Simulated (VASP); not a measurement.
ZnS: single point with r2SCAN+D3(BJ)

ZnS:

```xyz
2
Lattice="0.0000 2.7376 2.7376 2.7376 0.0000 2.7376 2.7376 2.7376 0.0000" Properties=species:S:1:pos:R:3 pbc="T T T"
Zn    4.1063    4.1063    4.1063
S     0.0000    0.0000    0.0000
```

```json
{"Program": "VASP 6.6.1", "Task": "single point", "Functional": "r2SCAN", "Dispersion": "D3(BJ)", "Potentials or basis": "VASP PAW PBE potentials, release 64 (Zn, S)", "Cutoff": "520 eV", "k mesh": "9 × 9 × 9", "Occupations": "fermi-dirac, width 0.05 eV", "Spin": "no spin polarisation", "Dipole correction": "no", "Further INCAR settings": "ALGO = Normal; EDIFF = 1e-06; NBANDS = 16"}
```

```json
{"Pressure": "-4.4 GPa", "Band gap on the k mesh": "2.49 eV", "Dispersion energy per atom": "-0.141 eV"}
```

Levels at points of the mesh, in eV from the valence-band top:
```tsv
k point	band 6	band 7	band 8	band 9	band 10	band 11	band 12	band 13
(0.00, 0.00, 0.00)	-5.86	0.00	0.00	0.00	2.49	6.93	6.93	6.93
```

Wall time 58 s on 1 thread of Intel(R) Xeon(R) Platinum 8488C (Sapphire Rapids), with other jobs on the host, peak memory 0.19 GiB.

Caveat: the cell stands under tension; the PAW data sets were made with another functional, which shifts forces and pressure a little. r2SCAN opens gaps a little over a GGA but as a rule still falls short of measured ones.
